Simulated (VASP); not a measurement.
# AlN (F-43m) in VASP: settings compared

AlN is run at these levels: PBEsol+D4, PBE; tasks: relaxation of cell and atoms, single point.

Everything below comes from runs of VASP 6.6.1. Logs are shortened: lines on timing, memory, paths and dates and some standing lists are left out, and cuts for length are marked.

**1. The cell of the first run**

Symmetry: F-43m, No. 216, cubic system. Conventional cell: a = 4.368 Å, b = 4.368 Å, c = 4.368 Å, α = 90.00°, β = 90.00°, γ = 90.00°. Within 2.5 Å of Al (site symmetry -43m) lie 4 N at 1.89 Å. N (site symmetry -43m) has 4 Al at 1.89 Å within 2.5 Å.

**2. Relaxation of cell and atoms, PBEsol+D4**

INCAR reads:

```
ALGO = Normal ; EDIFF = 1E-6
EDIFFG = -0.005 ; ENCUT = 600
GGA = PS ; IBRION = 2
ISIF = 3 ; ISMEAR = -1
IVDW = 13 ; LASPH = True
LCHARG = False ; LREAL = False
LWAVE = False ; NELM = 80
NSW = 80 ; PREC = Accurate
SIGMA = 0.05
```

KPOINTS reads:

```
k-points
0
Gamma
  10 10 10
```

POSCAR reads:

```
AlN
1.0
    0.0000000000      2.1839935596      2.1839935596
    2.1839935596      0.0000000000      2.1839935596
    2.1839935596      2.1839935596      0.0000000000
Al N
1 1
Direct
    0.0000000000      0.0000000000      0.0000000000
    0.2500000000      0.2500000000      0.2500000000
```

Potentials or basis: VASP PAW PBE potentials, release 64 (Al, N).

The run is started by

```
cat potpaw_PBE.64/Al/POTCAR potpaw_PBE.64/N/POTCAR > POTCAR
mpirun -np 1 vasp_std > vasp.out
```

OUTCAR:

```text
EDIFF = 1E-6
   EDIFFG = -0.005
   ENCUT = 600
   GGA = PS
   IBRION = 2
   ISIF = 3
   ISMEAR = -1
   IVDW = 13
   LASPH = True
   LREAL = False
   NELM = 80
   NSW = 80
   PREC = Accurate

 ion  position               nearest neighbor table
   1  0.000  0.000  0.000-   2 1.89   2 1.89   2 1.89   2 1.89
   2  0.250  0.250  0.250-   1 1.89   1 1.89   1 1.89   1 1.89

  LATTYP: Found a face centered cubic cell.
 ALAT       =     4.3679871192

  Lattice vectors:

 A1 = (   0.0000000000,   2.1839935596,   2.1839935596)
 A2 = (   2.1839935596,   0.0000000000,   2.1839935596)
 A3 = (   2.1839935596,   2.1839935596,   0.0000000000)

Analysis of symmetry for initial positions (statically):
=====================================================================
 Subroutine PRICEL returns:
 Original cell was already a primitive cell.

 Routine SETGRP: Setting up the symmetry group for a
 face centered cubic supercell.

 Subroutine GETGRP returns: Found 24 space group operations
 (whereof 24 operations were pure point group operations)
 out of a pool of 48 trial point group operations.

The static configuration has the point symmetry T_d .

Analysis of symmetry for dynamics (positions and initial velocities):
=====================================================================
 Subroutine PRICEL returns:
 Original cell was already a primitive cell.

 Routine SETGRP: Setting up the symmetry group for a
 face centered cubic supercell.

 Subroutine GETGRP returns: Found 24 space group operations
 (whereof 24 operations were pure point group operations)
 out of a pool of 48 trial point group operations.

The dynamic configuration has the point symmetry T_d .

 Subroutine INISYM returns: Found 24 space group operations
 (whereof 24 operations are pure point group operations),
 and found     1 'primitive' translations

----------------------------------------------------------------------------------------

                                     Primitive cell

  volume of cell :      20.8345

  direct lattice vectors                    reciprocal lattice vectors
     0.000000000  2.183993560  2.183993560    -0.228938404  0.228938404  0.228938404
     2.183993560  0.000000000  2.183993560     0.228938404 -0.228938404  0.228938404
     2.183993560  2.183993560  0.000000000     0.228938404  0.228938404 -0.228938404

  length of vectors
     3.088633312  3.088633312  3.088633312     0.396532948  0.396532948  0.396532948

  position of ions in fractional coordinates (direct lattice)
     0.000000000  0.000000000  0.000000000
     0.250000000  0.250000000  0.250000000

  ion indices of the primitive-cell ions
   primitive index   ion index
                 1           1
                 2           2

----------------------------------------------------------------------------------------

 KPOINTS: k-points

Automatic generation of k-mesh.
 Grid dimensions read from file:
 generate k-points for:   10   10   10

 Generating k-lattice:

  Cartesian coordinates                     Fractional coordinates (reciprocal lattice)
    -0.022893840  0.022893840  0.022893840     0.100000000  0.000000000  0.000000000
     0.022893840 -0.022893840  0.022893840     0.000000000  0.100000000  0.000000000
     0.022893840  0.022893840 -0.022893840     0.000000000  0.000000000  0.100000000

  Length of vectors
     0.039653295  0.039653295  0.039653295

  Shift w.r.t. Gamma in fractional coordinates (k-lattice)
     0.000000000  0.000000000  0.000000000

 Subroutine IBZKPT returns following result:
 ===========================================

 Found     47 irreducible k-points:

 Following reciprocal coordinates:
            Coordinates               Weight
  0.000000  0.000000  0.000000      1.000000
  0.100000  0.000000  0.000000      8.000000
  0.200000  0.000000  0.000000      8.000000
  0.300000  0.000000  0.000000      8.000000
  0.400000  0.000000  0.000000      8.000000
  0.500000  0.000000  0.000000      4.000000
[... 16 lines left out ...]
  0.300000  0.300000  0.000000      6.000000
  0.400000  0.300000  0.000000     24.000000
 [... further k-points ...]
   k-points           NKPTS =     47   k-points in BZ     NKDIM =     47   number of bands    NBANDS=      8
   number of dos      NEDOS =    301   number of ions     NIONS =      2
   total plane-waves  NPLWV =  21952
   dimension x,y,z NGX =    28 NGY =   28 NGZ =   28
   dimension x,y,z NGXF=    56 NGYF=   56 NGZF=   56
   ions per type =               1   1
   NGX,Y,Z   is equivalent  to a cutoff of  15.07, 15.07, 15.07 a.u.
   NGXF,Y,Z  is equivalent  to a cutoff of  30.14, 30.14, 30.14 a.u.
 SYSTEM =  unknown system
   PREC   = accura    normal or accurate (medium, high low for compatibility)
   ISTART =      0    job   : 0-new  1-cont  2-samecut
   ICHARG =      2    charge: 1-file 2-atom 10-const
   ISPIN  =      1    spin polarized calculation?
   LNONCOLLINEAR =      F non collinear calculations
   LSORBIT =      F    spin-orbit coupling
   LASPH  =      T    aspherical Exc in radial PAW
   ENCUT  =  600.0 eV  44.10 Ry    6.64 a.u.   6.17  6.17  6.17*2*pi/ulx,y,z
   NELM   =     80;   NELMIN=  2; NELMDL= -5     # of ELM steps
   EDIFF  = 0.1E-05   stopping-criterion for ELM
   LREAL  =      F    real-space projection
   EDIFFG = -.5E-02   stopping-criterion for IOM
   NSW    =     80    number of steps for IOM
   IBRION =      2    ionic relax: 0-MD 1-quasi-New 2-CG
   NFREE  =      1    steps in history (QN), initial steepest desc. (CG)
   ISIF   =      3    stress and relaxation
   ISYM   =      2    0-nonsym 1-usesym 2-fastsym
   POTIM  = 0.5000    time-step for ionic-motion
   TEBEG  =    0.0;   TEEND  =   0.0 temperature during run
   PSTRESS=    0.0 pullay stress
   NELECT =       8.0000    total number of electrons
   NUPDOWN=      -1.0000    fix difference up-down
   EMIN   =  10.00;   EMAX   =-10.00  energy-range for DOS
   EFERMI =   0.00;   METHOD = LEGACY
   ISMEAR =    -1;   SIGMA  =   0.05  broadening in eV -4-tet -1-fermi 0-gaus
   EFERMI_NEDOS =   21; number of points for ismear=-14 and -15
   IALGO  =     38    algorithm
   IMIX   =      4    mixing-type and parameters
     AMIX     =   0.40;   BMIX     =  1.00
     AMIX_MAG =   1.60;   BMIX_MAG =  1.00
  volume/ion in A,a.u.               =      10.42        70.30
  Fermi-wavevector in a.u.,A,eV,Ry     =   1.189899  2.248583 19.263943  1.415860
  Thomas-Fermi vector in A             =   2.325996
   LORBIT       =      0    0 simple, 1 ext, 2 COOP (PROOUT), +10 PAW based schemes
   GGA     = PS    functional components
   LHFCALC =     F    Hartree Fock is set to
   AEXX    =    0.0000 exact exchange contribution
   IVDW    =    13    specifies the selected vdW correction
   LEPSILON=     F    determine dielectric tensor
   LRPA    =     F    only Hartree local field effects (RPA)
 conjugate gradient relaxation of ions
 non-spin polarized calculation
  energy-cutoff  :      600.00
  volume of cell :       20.83
 maximum number of plane-waves:       725
 NGX is ok and might be reduce to    28
   NGX = 13   NGY = 13   NGZ = 13

--------------------------------------- Ionic step        1  -------------------------------------------

 number of electron       7.9999999 magnetization

 Free energy of the ion-electron system (eV)
  ---------------------------------------------------
  ext. energy  EPLUGINS =         0.00000000
  ---------------------------------------------------
  free energy    TOTEN  =       -15.61236634 eV

  energy without entropy =      -15.61236634  energy(sigma->0) =      -15.61236634

------------------------ aborting loop because EDIFF is reached ----------------------------------------

  DFT-D4 for vdW energy calculation

  Edisp (eV):   -0.34830

  FORCE on cell =-STRESS in cart. coord.  units (eV):
  Direction    XX          YY          ZZ          XY          YZ          ZX
  --------------------------------------------------------------------------------------
  -------------------------------------------------------------------------------------
  Total      -0.18414    -0.18414    -0.18414     0.00000     0.00000     0.00000
  in kB     -14.16042   -14.16042   -14.16042     0.00000     0.00000     0.00000
  external pressure =      -14.16 kB  Pullay stress =        0.00 kB

 VOLUME and BASIS-vectors are now :
 -----------------------------------------------------------------------------
  energy-cutoff  :      600.00
  volume of cell :       20.83
      direct lattice vectors                 reciprocal lattice vectors
     0.000000000  2.183993560  2.183993560    -0.228938404  0.228938404  0.228938404
     2.183993560  0.000000000  2.183993560     0.228938404 -0.228938404  0.228938404
     2.183993560  2.183993560  0.000000000     0.228938404  0.228938404 -0.228938404
[... 81 lines left out ...]
 POSITION                                       TOTAL-FORCE (eV/Angst)
 -----------------------------------------------------------------------------------
      0.00000      0.00000      0.00000        -0.000000      0.000000     -0.000000
      1.08887      1.08887      1.08887         0.000000     -0.000000      0.000000
 -----------------------------------------------------------------------------------
    total drift:                                0.000000      0.000000      0.000000

  FREE ENERGIE OF THE ION-ELECTRON SYSTEM (eV)
  ---------------------------------------------------
  free  energy   TOTEN  =       -15.9612657085 eV

  energy  without entropy=      -15.9612657085  energy(sigma->0) =      -15.96126571

--------------------------------------- Ionic step        4  -------------------------------------------

 number of electron       7.9999999 magnetization

 Free energy of the ion-electron system (eV)
  ---------------------------------------------------
  ext. energy  EPLUGINS =         0.00000000
  ---------------------------------------------------
  free energy    TOTEN  =       -15.61063857 eV

  energy without entropy =      -15.61063857  energy(sigma->0) =      -15.61063857

 E-fermi :   6.9754     XC(G=0): -11.1597

 val. band max:        5.9434882131   @ k =   0.0000   0.0000   0.0000
 cond. band min:       9.1338030196   @ k =   0.5000   0.5000   0.0000
 fundamental gap:      3.1903148064
 Fermi energy:         6.9754238634

 k-point     1 :       0.0000    0.0000    0.0000
  band No.  band energies     occupation
      1      -9.0560      2.00000
      2       5.9435      2.00000
      3       5.9435      2.00000
      4       5.9435      2.00000
      5      10.1375      0.00000
      6      18.4804      0.00000
      7      18.4804      0.00000
      8      18.4804      0.00000

 k-point     2 :       0.1000    0.0000    0.0000
  band No.  band energies     occupation
      1      -8.9066      2.00000
      2       5.1232      2.00000
      3       5.8916      2.00000
      4       5.8916      2.00000
      5      10.7997      0.00000
      6      18.0892      0.00000
      7      18.6155      0.00000
      8      18.6155      0.00000
[... 221 lines left out ...]
 k-point    23 :       0.3000    0.3000    0.0000
  band No.  band energies     occupation
      1      -7.4762      2.00000
      2       2.3944      2.00000
      3       4.6874      2.00000
      4       4.6874      2.00000
      5      11.1867      0.00000
      6      15.5665      0.00000
      7      17.8165      0.00000
      8      20.4267      0.00000

 k-point    24 :       0.4000    0.3000    0.0000
  band No.  band energies     occupation
      1      -6.9992      2.00000
      2       1.7481      2.00000
      3       4.2163      2.00000
      4       4.5222      2.00000
      5      10.7580      0.00000
      6      15.3967      0.00000
      7      18.2015      0.00000
      8      20.5067      0.00000

 [... further k-points ...]

------------------------ aborting loop because EDIFF is reached ----------------------------------------

  DFT-D4 for vdW energy calculation

  Edisp (eV):   -0.35066

  FORCE on cell =-STRESS in cart. coord.  units (eV):
  Direction    XX          YY          ZZ          XY          YZ          ZX
  --------------------------------------------------------------------------------------
  -------------------------------------------------------------------------------------
  Total       0.00028     0.00028     0.00028     0.00000     0.00000     0.00000
  in kB       0.02164     0.02164     0.02164     0.00000     0.00000     0.00000
  external pressure =        0.02 kB  Pullay stress =        0.00 kB

 VOLUME and BASIS-vectors are now :
 -----------------------------------------------------------------------------
  energy-cutoff  :      600.00
  volume of cell :       20.69
      direct lattice vectors                 reciprocal lattice vectors
     0.000000000  2.178956039  2.178956039    -0.229467686  0.229467686  0.229467686
     2.178956039  0.000000000  2.178956039     0.229467686 -0.229467686  0.229467686
     2.178956039  2.178956039  0.000000000     0.229467686  0.229467686 -0.229467686

 POSITION                                       TOTAL-FORCE (eV/Angst)
 -----------------------------------------------------------------------------------
      0.00000      0.00000      0.00000        -0.000000     -0.000000     -0.000000
      1.08948      1.08948      1.08948         0.000000      0.000000      0.000000
 -----------------------------------------------------------------------------------
    total drift:                                0.000000      0.000000      0.000000

  FREE ENERGIE OF THE ION-ELECTRON SYSTEM (eV)
  ---------------------------------------------------
  free  energy   TOTEN  =       -15.9613030507 eV

  energy  without entropy=      -15.9613030507  energy(sigma->0) =      -15.96130305

 reached required accuracy - stopping structural energy minimisation
```

Run time: 45 s. Hardware: 1 thread of Intel Xeon 8259CL, shared host; peak memory 0.15 GiB.

Results:

- Free energy: -15.9613 eV
- Relaxed volume: 10.35 Å³/atom
- Relaxed cell: a = 3.082 Å, b = 3.082 Å, c = 3.082 Å, α = 60.00°, β = 60.00°, γ = 60.00°
- Space group after relaxing (to 0.05 Å): F-43m (No. 216)
- Energy gained by relaxing: 0.3 meV/atom
- Ionic steps: 4
- Pressure after relaxing: 0.0 GPa
- Band gap on the k mesh: 3.19 eV, indirect (least direct gap 4.19 eV)
- Dispersion energy per atom: -0.175 eV

The path:
```tsv
step	energy change (eV)	largest force (eV/Å)	pressure (GPa)	volume (Å³)
1	0.0000	0.0000	-1.42	20.83
2	-0.0005	0.0000	1.35	20.56
3	-0.0006	0.0000	0.35	20.66
4	-0.0006	0.0000	0.00	20.69
```

Final structure:
```yaml
crystal:
  lattice:
    - [0.00000, 2.17896, 2.17896]
    - [2.17896, 0.00000, 2.17896]
    - [2.17896, 2.17896, 0.00000]
  atoms:
    - { symbol: Al, position: [0.00000, 0.00000, 0.00000] }
    - { symbol: N, position: [0.25000, 0.25000, 0.25000] }
```

Caveat: the PAW data sets were made with another functional, which shifts forces and pressure a little. As with any semilocal functional, this PBEsol gap is likely too small.

**3. Single point, PBE**

INCAR reads:

```
PREC = Accurate
ENCUT = 600
EDIFF = 1E-6
ISMEAR = 0
SIGMA = 0.023
LREAL = False
LASPH = True
NELM = 120
ALGO = Normal
ISIF = 2
LWAVE = False
LCHARG = False
GGA = PE
NBANDS = 11
GGA_COMPAT = False
```

KPOINTS reads:

```
regular mesh
0
Gamma
  10 10 10
```

POSCAR is that of step 2.

Potentials or basis: VASP PAW PBE potentials, release 64 (Al, N).

The run is started by

```
cat potpaw_PBE.64/Al/POTCAR potpaw_PBE.64/N/POTCAR > POTCAR
mpirun -np 1 vasp_std > vasp.out
```

OUTCAR:

```text
PREC = Accurate
   ENCUT = 600
   EDIFF = 1E-6
   ISMEAR = 0
   LREAL = False
   LASPH = True
   NELM = 120
   ISIF = 2
   GGA = PE

 ion  position               nearest neighbor table
   1  0.000  0.000  0.000-   2 1.89   2 1.89   2 1.89   2 1.89
   2  0.250  0.250  0.250-   1 1.89   1 1.89   1 1.89   1 1.89

  LATTYP: Found a face centered cubic cell.
 ALAT       =     4.3679871192

  Lattice vectors:

 A1 = (   0.0000000000,   2.1839935596,   2.1839935596)
 A2 = (   2.1839935596,   0.0000000000,   2.1839935596)
 A3 = (   2.1839935596,   2.1839935596,   0.0000000000)

Analysis of symmetry for initial positions (statically):
=====================================================================
 Subroutine PRICEL returns:
 Original cell was already a primitive cell.

 Routine SETGRP: Setting up the symmetry group for a
 face centered cubic supercell.

 Subroutine GETGRP returns: Found 24 space group operations
 (whereof 24 operations were pure point group operations)
 out of a pool of 48 trial point group operations.

The static configuration has the point symmetry T_d .
[... 171 lines left out ...]
      1      -9.0117      2.00000
      2       5.9697      2.00000
      3       5.9697      2.00000
      4       5.9697      2.00000
      5      10.1659      0.00000
      6      18.5302      0.00000
      7      18.5302      0.00000
      8      18.5302      0.00000
      9      23.6585      0.00000
     10      23.6585      0.00000
     11      25.0602      0.00000
[... 309 lines left out ...]
 k-point    24 :       0.4000    0.3000    0.0000
  band No.  band energies     occupation
      1      -7.0048      2.00000
      2       1.8213      2.00000
      3       4.2686      2.00000
      4       4.5672      2.00000
      5      10.8859      0.00000
      6      15.5055      0.00000
      7      18.2227      0.00000
      8      20.5587      0.00000
      9      21.0685      0.00000
     10      27.2833      0.00000
     11      29.5347      0.00000

 [... further k-points ...]

------------------------ aborting loop because EDIFF is reached ----------------------------------------

  FORCE on cell =-STRESS in cart. coord.  units (eV):
  Direction    XX          YY          ZZ          XY          YZ          ZX
  --------------------------------------------------------------------------------------
  -------------------------------------------------------------------------------------
  Total        0.5798891      0.5798891      0.5798891     -0.0000000     -0.0000000     -0.0000000
  in kB       44.5934918     44.5934918     44.5934918     -0.0000000     -0.0000000     -0.0000000
  external PRESSURE =      44.5934918 kB  Pullay stress =       0.0000000 kB

 VOLUME and BASIS-vectors are now :
 -----------------------------------------------------------------------------
  energy-cutoff  :      600.00
  volume of cell :       20.83
      direct lattice vectors                 reciprocal lattice vectors
     0.000000000  2.183993560  2.183993560    -0.228938404  0.228938404  0.228938404
     2.183993560  0.000000000  2.183993560     0.228938404 -0.228938404  0.228938404
     2.183993560  2.183993560  0.000000000     0.228938404  0.228938404 -0.228938404

 POSITION                                       TOTAL-FORCE (eV/Angst)
 -----------------------------------------------------------------------------------
      0.00000      0.00000      0.00000         0.000000      0.000000      0.000000
      1.09200      1.09200      1.09200        -0.000000     -0.000000     -0.000000
 -----------------------------------------------------------------------------------
    total drift:                                0.000000      0.000000      0.000000

  FREE ENERGIE OF THE ION-ELECTRON SYSTEM (eV)
  ---------------------------------------------------
  free  energy   TOTEN  =       -14.8419516100 eV

  energy  without entropy=      -14.8419516100  energy(sigma->0) =      -14.84195161
```

Wall time 27 s (1 thread of Intel Xeon 8259CL, shared host); peak memory 0.15 GiB.

Results:

```yaml
Free_energy: -14.8420 eV
Pressure: 4.5 GPa
Band_gap_on_the_k_mesh: 3.32 eV, indirect (least direct gap 4.20 eV)
```

A k mesh can miss the band edges.
